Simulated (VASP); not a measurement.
Set up this calculation in VASP 6.6.1, as the native input.

```
Task                   : single point
Functional             : PBE
Potentials or basis    : VASP PAW PBE potentials, release 64 (Cu, Rh_pv)
Cutoff                 : 520 eV
k mesh                 : 6 × 6 × 6
Occupations            : gaussian, width 0.1 eV
Spin                   : no spin polarisation
Dipole correction      : no
Further INCAR settings : ALGO = Normal; EDIFF = 1e-06; NBANDS = 26
```

The structure of Cu2Rh lies in POSCAR:

```
Cu2Rh
1.0
   -1.3635904884      1.3635904884      5.1559622028
    1.3635904884     -1.3635904884      5.1559622028
    1.3635904884      1.3635904884     -5.1559622028
Cu Rh
2 1
Direct
    0.6718200766      0.6718200766      0.0000000000
    0.3281799234      0.3281799234      0.0000000000
    0.0000000000      0.0000000000      0.0000000000
```

These files were run (other wordings do the same):

INCAR

```
  PREC = Accurate
  ENCUT = 520
  EDIFF = 1E-6
  ISMEAR = 0
  SIGMA = 0.1
  LREAL = False
  LASPH = True
  NELM = 100
  ALGO = Normal
  ISIF = 2
  LWAVE = False
  LCHARG = True
  GGA = PE
  LELF = True
  LVHAR = True
  NBANDS = 26
```

KPOINTS

```
regular mesh
0
Gamma
  6 6 6
```

Potentials or basis: VASP PAW PBE potentials, release 64 (Cu, Rh_pv).

The run is started by

```console
$ cat potpaw_PBE.64/Cu/POTCAR potpaw_PBE.64/Rh_pv/POTCAR > POTCAR
$ mpirun -np 1 vasp_std > vasp.out
```

Results of the run:

The pressure is 0.1 GPa. The largest force is 0.042 eV/Å.

Caveat: the k points lie up to 0.54 Å⁻¹ apart.

Run time: 46 s on 1 thread of Intel(R) Xeon(R) Platinum 8559C (Emerald Rapids), on a shared host, peak memory 0.24 GiB.
